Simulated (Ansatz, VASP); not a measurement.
## SrTiO3 in VASP and in Ansatz

```
CELL_PARAMETERS angstrom
-2.74354 2.74354 3.90431
2.74354 -2.74354 3.90431
2.74354 2.74354 -3.90431
ATOMIC_POSITIONS crystal
Sr 0.75000 0.25000 0.50000
Sr 0.25000 0.75000 0.50000
Ti 0.00000 0.00000 0.00000
Ti 0.50000 0.50000 0.00000
O 0.25000 0.25000 0.00000
O 0.75000 0.75000 0.00000
O 0.72535 0.22535 0.95071
O 0.22535 0.27465 0.50000
O 0.27465 0.77465 0.04929
O 0.77465 0.72535 0.50000
```

Alike in both runs: functional PBEsol; k mesh 8 × 8 × 8; occupations gaussian, width 0.02 eV; no spin polarisation.

Ansatz relaxed the structure, and its values are those at the end. VASP's run is a single point on that final structure, the one shown.

|  | VASP | Ansatz |
| --- | --- | --- |
| version | VASP 6.6.1 | Ansatz 0.2.0 |
| potentials or method | VASP PAW PBE potentials, release 64 (Sr_sv, Ti_sv, O), cutoff 520 eV | scalar-relativistic, plane waves, PAW |
| valence electrons in the cell | 80 | 80 |

```tsv
	VASP	Ansatz	Ansatz less VASP
gap on the k mesh at the Fermi level (eV)	1.94	1.97	+0.030
least direct gap on the mesh (eV)	1.95	1.98	+0.031
pressure (GPa)	0.7	0.0	-0.71
```

VASP's potentials were made for PBE, not for PBEsol.
